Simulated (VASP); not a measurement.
# PtSe2 (C2/m) in VASP: further runs

Aim: see how the results for PtSe2 move with the level of theory and the settings. Levels: PBE, r2SCAN. Tasks: single point.

All numbers are computed with VASP 6.6.1; they aren't measurements. Logs are shortened: lines on timing, memory, paths and dates and some standing lists are left out, and cuts for length are marked.

## Step 1: The cell of the first run

The structure is monoclinic, space group C2/m (No. 12). The conventional cell has a = 6.394 Å, b = 3.822 Å, c = 6.142 Å, α = 90.00°, β = 110.30°, γ = 90.00°. Within 3.3 Å of Pt (site symmetry 2/m) lie 6 Se at 2.51 to 2.53 Å. Se (site symmetry m) has 3 Pt at 2.51 to 2.53 Å and 3 Se at 3.32 to 3.40 Å within 3.4 Å.

## Step 2: Single point, PBE (uniaxial x strain +3.5%)

Input file INCAR:

```
ALGO = Normal
EDIFF = 1E-7
ENCUT = 520
GGA = PE
ISIF = 2
ISMEAR = -1
LASPH = True
LCHARG = False
LREAL = False
LWAVE = False
NBANDS = 18
NELM = 80
PREC = Accurate
SIGMA = 0.02
```

Input file KPOINTS:

```
k-points
0
Gamma
  8 8 8
```

Input file POSCAR:

```
PtSe2
1.0
    1.9108549628      1.0656163692      5.7607123441
   -1.9108549628      1.0656163692      5.7607123441
    0.0000000000     -2.1312327387      5.7607123440
Pt Se
1 2
Direct
    0.0000000000      0.0000000000      0.0000000000
    0.2621233867      0.2621233867      0.2516115726
    0.7378766133      0.7378766133      0.7483884274
```

Potentials or basis: VASP PAW PBE potentials, release 64 (Pt, Se).

Run with:

```console
$ cat potpaw_PBE.64/Pt/POTCAR potpaw_PBE.64/Se/POTCAR > POTCAR
$ mpirun -np 1 vasp_std > vasp.out
```

OUTCAR:

```text
EDIFF = 1E-7
   ENCUT = 520
   GGA = PE
   ISIF = 2
   ISMEAR = -1
   LASPH = True
   LREAL = False
   NELM = 80
   PREC = Accurate

 ion  position               nearest neighbor table
   1  0.000  0.000  0.000-   3 2.51   2 2.51   3 2.53   3 2.53   2 2.53   2 2.53
   2  0.262  0.262  0.252-   1 2.51   1 2.53   1 2.53
   3  0.738  0.738  0.748-   1 2.51   1 2.53   1 2.53

  LATTYP: Found a base centered monoclinic cell.
 ALAT       =     6.3936982158
 B/A-ratio  =     0.5977307337
 C/A-ratio  =     0.9606817182
 COS(beta)  =    -0.3469758267

  Lattice vectors:

 A1 = (   1.9108549628,   3.1968491079,   0.0000000001)
 A2 = (  -1.9108549628,   3.1968491079,   0.0000000001)
 A3 = (   0.0000000000,  -2.1312327387,   5.7607123440)

Analysis of symmetry for initial positions (statically):
=====================================================================
 Subroutine PRICEL returns:
 Original cell was already a primitive cell.

 Routine SETGRP: Setting up the symmetry group for a
 base centered monoclinic supercell.

 Subroutine GETGRP returns: Found  4 space group operations
 (whereof  4 operations were pure point group operations)
 out of a pool of  4 trial point group operations.

The static configuration has the point symmetry C_2h.

Analysis of symmetry for dynamics (positions and initial velocities):
=====================================================================
 Subroutine PRICEL returns:
 Original cell was already a primitive cell.

 Routine SETGRP: Setting up the symmetry group for a
 base centered monoclinic supercell.

 Subroutine GETGRP returns: Found  4 space group operations
 (whereof  4 operations were pure point group operations)
 out of a pool of  4 trial point group operations.

The dynamic configuration has the point symmetry C_2h.

 Subroutine INISYM returns: Found  4 space group operations
 (whereof  4 operations are pure point group operations),
 and found     1 'primitive' translations

----------------------------------------------------------------------------------------

                                     Primitive cell

  volume of cell :      70.3811

  direct lattice vectors                    reciprocal lattice vectors
     1.910854963  1.065616369  5.760712344     0.261662978  0.156404004  0.057863214
    -1.910854963  1.065616369  5.760712344    -0.261662978  0.156404004  0.057863214
     0.000000000 -2.131232739  5.760712344     0.000000000 -0.312808008  0.057863214

[... 84 lines left out ...]
   NELM   =     80;   NELMIN=  2; NELMDL= -5     # of ELM steps
   EDIFF  = 0.1E-06   stopping-criterion for ELM
   LREAL  =      F    real-space projection
   EDIFFG = 0.1E-05   stopping-criterion for IOM
   NSW    =      0    number of steps for IOM
   IBRION =     -1    ionic relax: 0-MD 1-quasi-New 2-CG
   NFREE  =      0    steps in history (QN), initial steepest desc. (CG)
   ISIF   =      2    stress and relaxation
   ISYM   =      2    0-nonsym 1-usesym 2-fastsym
   POTIM  = 0.5000    time-step for ionic-motion
   TEBEG  =    0.0;   TEEND  =   0.0 temperature during run
   PSTRESS=    0.0 pullay stress
   NELECT =      22.0000    total number of electrons
   NUPDOWN=      -1.0000    fix difference up-down
   EMIN   =  10.00;   EMAX   =-10.00  energy-range for DOS
   EFERMI =   0.00;   METHOD = LEGACY
   ISMEAR =    -1;   SIGMA  =   0.02  broadening in eV -4-tet -1-fermi 0-gaus
   EFERMI_NEDOS =   21; number of points for ismear=-14 and -15
   IALGO  =     38    algorithm
   IMIX   =      4    mixing-type and parameters
     AMIX     =   0.40;   BMIX     =  1.00
     AMIX_MAG =   1.60;   BMIX_MAG =  1.00
  volume/ion in A,a.u.               =      23.46       158.32
  Fermi-wavevector in a.u.,A,eV,Ry     =   1.111042  2.099564 16.795219  1.234414
  Thomas-Fermi vector in A             =   2.247600
   LORBIT       =      0    0 simple, 1 ext, 2 COOP (PROOUT), +10 PAW based schemes
   GGA     = PE    functional components
   LHFCALC =     F    Hartree Fock is set to
   AEXX    =    0.0000 exact exchange contribution
   IVDW    =     0    specifies the selected vdW correction
   LEPSILON=     F    determine dielectric tensor
   LRPA    =     F    only Hartree local field effects (RPA)
 non-spin polarized calculation
  energy-cutoff  :      520.00
  volume of cell :       70.38
 maximum number of plane-waves:      1910
 NGX is ok and might be reduce to    48
   NGX = 23   NGY = 23   NGZ = 23

 number of electron      22.0000000 magnetization

 Free energy of the ion-electron system (eV)
  ---------------------------------------------------
  ext. energy  EPLUGINS =         0.00000000
  ---------------------------------------------------
  free energy    TOTEN  =       -14.26453453 eV

  energy without entropy =      -14.26452924  energy(sigma->0) =      -14.26453188

 E-fermi :   4.7324     XC(G=0):  -9.7437

 val. band max:        4.6050384633   @ k =   0.0000   0.0000   0.1250
 cond. band min:       4.8711191480   @ k =   0.5000   0.2500   0.2500
 fundamental gap:      0.2660806847
 Fermi energy:         4.7324041851

 k-point     1 :       0.0000    0.0000    0.0000
  band No.  band energies     occupation
      1     -10.1956      2.00000
      2      -8.1051      2.00000
      3      -1.5716      2.00000
      4      -1.2542      2.00000
      5      -1.1758      2.00000
      6       1.0057      2.00000
[... 481 lines left out ...]
      5      -0.8714      2.00000
      6       0.5416      2.00000
[... 10 lines left out ...]
     17      13.5749      0.00000
     18      13.8239      0.00000

 [... further k-points ...]

------------------------ aborting loop because EDIFF is reached ----------------------------------------

  FORCE on cell =-STRESS in cart. coord.  units (eV):
  Direction    XX          YY          ZZ          XY          YZ          ZX
  --------------------------------------------------------------------------------------
  -------------------------------------------------------------------------------------
  Total       -0.3460970      1.0375279      0.8263701      0.0000000     -0.0122739      0.0000000
  in kB       -7.8786610     23.6186095     18.8117467      0.0000000     -0.2794061      0.0000000
  external PRESSURE =      11.5172318 kB  Pullay stress =       0.0000000 kB

 VOLUME and BASIS-vectors are now :
 -----------------------------------------------------------------------------
  energy-cutoff  :      520.00
  volume of cell :       70.38
      direct lattice vectors                 reciprocal lattice vectors
     1.910854963  1.065616369  5.760712344     0.261662978  0.156404004  0.057863214
    -1.910854963  1.065616369  5.760712344    -0.261662978  0.156404004  0.057863214
     0.000000000 -2.131232739  5.760712344     0.000000000 -0.312808008  0.057863214

 POSITION                                       TOTAL-FORCE (eV/Angst)
 -----------------------------------------------------------------------------------
      0.00000      0.00000      0.00000         0.000000      0.000000      0.000000
      0.00000      0.02240      4.46950         0.000000      0.010759     -0.100963
      0.00000     -0.02240     12.81264         0.000000     -0.010759      0.100963
 -----------------------------------------------------------------------------------
    total drift:                               -0.000000      0.000000      0.000000

  FREE ENERGIE OF THE ION-ELECTRON SYSTEM (eV)
  ---------------------------------------------------
  free  energy   TOTEN  =       -14.2645345251 eV

  energy  without entropy=      -14.2645292359  energy(sigma->0) =      -14.26453188
```

OSZICAR:

```text
N       E                     dE             d eps       ncg     rms          rms(c)
DAV:   1     0.111849338086E+03    0.11185E+03   -0.98681E+03  5440   0.106E+03
DAV:   2    -0.958543373825E+01   -0.12143E+03   -0.11735E+03  6716   0.205E+02
DAV:   3    -0.150586961505E+02   -0.54733E+01   -0.54355E+01  6700   0.442E+01
DAV:   4    -0.151056355524E+02   -0.46939E-01   -0.46920E-01  6834   0.444E+00
DAV:   5    -0.151062341937E+02   -0.59864E-03   -0.59862E-03  6546   0.478E-01    0.121E+01
DAV:   6    -0.144937144093E+02    0.61252E+00   -0.41305E+00  5626   0.192E+01    0.703E+00
DAV:   7    -0.142841108248E+02    0.20960E+00   -0.83832E-01  5562   0.891E+00    0.358E+00
DAV:   8    -0.142668523250E+02    0.17258E-01   -0.52010E-02  6150   0.157E+00    0.769E-01
DAV:   9    -0.142642143484E+02    0.26380E-02   -0.79958E-03  6244   0.872E-01    0.183E-01
DAV:  10    -0.142645116964E+02   -0.29735E-03   -0.15044E-03  6182   0.230E-01    0.468E-02
DAV:  11    -0.142645239649E+02   -0.12269E-04   -0.55036E-05  7046   0.609E-02    0.290E-02
DAV:  12    -0.142645331121E+02   -0.91472E-05   -0.21911E-05  5922   0.295E-02    0.316E-03
DAV:  13    -0.142645339396E+02   -0.82752E-06   -0.18212E-06  7204   0.821E-03    0.186E-03
DAV:  14    -0.142645343870E+02   -0.44737E-06   -0.47518E-07  5920   0.408E-03    0.118E-03
DAV:  15    -0.142645345088E+02   -0.12183E-06   -0.65723E-08  5530   0.152E-03    0.296E-04
DAV:  16    -0.142645345251E+02   -0.16351E-07   -0.69801E-09  3402   0.644E-04
   1 F= -.14264535E+02 E0= -.14264532E+02  d E =-.528921E-05
```

stdout:

```text
POSCAR found type information on POSCAR PtSe
 POSCAR found :  2 types and       3 ions
 scaLAPACK will be used
 LDA part: xc-table for (Slater+PW92), standard interpolation
 POSCAR, INCAR and KPOINTS ok, starting setup
 FFT: planning ... GRIDC
 FFT: planning ... GRID_SOFT
 FFT: planning ... GRID
 WAVECAR not read
 entering main loop
```

Run time: 14 min. Hardware: 1 thread of Intel Xeon 8259CL, shared host; peak memory 0.44 GiB.

Results:

```yaml
Free_energy: -14.2645 eV
Pressure: 1.2 GPa
Largest_force: 0.102 eV/Å
Band_gap_on_the_k_mesh: 0.27 eV (least direct gap 0.67 eV)
```

Forces on the atoms (eV/Å):
```
Pt   0.000  0.000  0.000
Se   0.000  0.011 -0.101
Se   0.000 -0.011  0.101
```

Stress tensor (GPa, compression positive):
```
-0.79  0.00  0.00
 0.00  2.36 -0.03
 0.00 -0.03  1.88
```

Levels at points of the mesh, in eV from the valence-band top:
| k point | band 7 | band 8 | band 9 | band 10 | band 11 | band 12 | band 13 | band 14 | band 15 | band 16 |
| --- | --- | --- | --- | --- | --- | --- | --- | --- | --- | --- |
| (0.00, 0.00, 0.00) | -3.46 | -2.06 | -0.82 | -0.62 | -0.06 | 2.11 | 2.12 | 4.01 | 4.48 | 7.09 |
| (0.50, 0.00, 0.00) | -3.08 | -2.92 | -2.65 | -2.47 | -2.41 | 1.15 | 1.77 | 4.96 | 5.72 | 8.10 |
| (0.50, 0.50, 0.00) | -3.05 | -3.02 | -2.91 | -2.62 | -1.61 | 2.16 | 2.19 | 3.20 | 5.01 | 7.64 |
| (0.00, 0.00, 0.50) | -3.03 | -2.94 | -2.70 | -2.54 | -2.28 | 1.26 | 1.67 | 4.64 | 5.48 | 8.04 |
| (0.50, 0.00, 0.50) | -3.10 | -2.99 | -2.73 | -2.62 | -1.76 | 2.07 | 2.27 | 3.40 | 5.27 | 7.73 |
| (0.50, 0.50, 0.50) | -3.46 | -2.18 | -1.66 | -1.00 | -0.76 | 2.27 | 2.29 | 4.95 | 5.82 | 7.54 |

Caveat: the cell differs from its parent crystal (uniaxial x strain +3.5%); spin-orbit coupling is left out, which moves the levels of the heavy elements. A k mesh can miss the band edges.

## Step 3: Single point, r2SCAN (uniaxial x strain +3.5%)

POSCAR is that of step 2.

Input file INCAR.step1:

```
  ALGO = Normal
  EDIFF = 1E-4
  ENCUT = 520
  GGA = PE
  ISMEAR = 0
  LASPH = True
  LCHARG = False
  LREAL = False
  LWAVE = True
  NBANDS = 18
  NELM = 60
  PREC = Accurate
  SIGMA = 0.01
```

Input file INCAR.step2:

```
  ALGO = Normal
  EDIFF = 1E-6
  ENCUT = 520
  ISIF = 2
  ISMEAR = 0
  ISTART = 1
  LASPH = True
  LCHARG = False
  LMIXTAU = True
  LREAL = False
  LWAVE = False
  METAGGA = R2SCAN
  NBANDS = 18
  NELM = 60
  PREC = Accurate
  SIGMA = 0.01
```

KPOINTS is that of step 2.

Potentials or basis: VASP PAW PBE potentials, release 64 (Pt, Se).

Run with:

```console
$ cat potpaw_PBE.64/Pt/POTCAR potpaw_PBE.64/Se/POTCAR > POTCAR
$ cp INCAR.step1 INCAR
$ mpirun -np 1 vasp_std > vasp.out
$ cp INCAR.step2 INCAR
$ mpirun -np 1 vasp_std > vasp.out
```

It took 40 min on 1 thread of Intel Xeon 8259CL, shared host; peak memory 0.49 GiB.

The run converged. Its results:

```yaml
Free_energy: -81.4650 eV
Pressure: -1.1 GPa
Largest_force: 0.017 eV/Å
Band_gap_on_the_k_mesh: 0.44 eV (least direct gap 0.85 eV)
```

Forces on the atoms (eV/Å):
```
Pt   0.000  0.000  0.000
Se   0.000 -0.002  0.017
Se   0.000  0.002 -0.017
```

Stress tensor (GPa, compression positive):
```
-3.71  0.00  0.00
 0.00 -0.30  0.05
 0.00  0.05  0.63
```

Levels at points of the mesh, in eV from the valence-band top:
```
           k point  band 7  band 8  band 9  band 10  band 11  band 12  band 13  band 14  band 15  band 16
(0.00, 0.00, 0.00)   -3.62   -2.15   -0.86    -0.66    -0.05     2.25     2.27     4.61     4.99     7.56
(0.50, 0.00, 0.00)   -3.25   -3.07   -2.74    -2.53    -2.49     1.32     1.91     5.31     6.19     8.63
(0.50, 0.50, 0.00)   -3.20   -3.16   -3.01    -2.73    -1.66     2.33     2.34     3.50     5.58     8.19
(0.00, 0.00, 0.50)   -3.20   -3.08   -2.79    -2.63    -2.32     1.44     1.82     4.98     5.92     8.57
(0.50, 0.00, 0.50)   -3.26   -3.12   -2.84    -2.71    -1.82     2.22     2.43     3.72     5.87     8.28
(0.50, 0.50, 0.50)   -3.62   -2.18   -1.68    -1.04    -0.80     2.42     2.44     5.47     6.36     8.03
```

Caveat: the cell differs from its parent crystal (uniaxial x strain +3.5%); the PAW data sets were made with another functional, which shifts forces and pressure a little; spin-orbit coupling is left out, which moves the levels of the heavy elements.
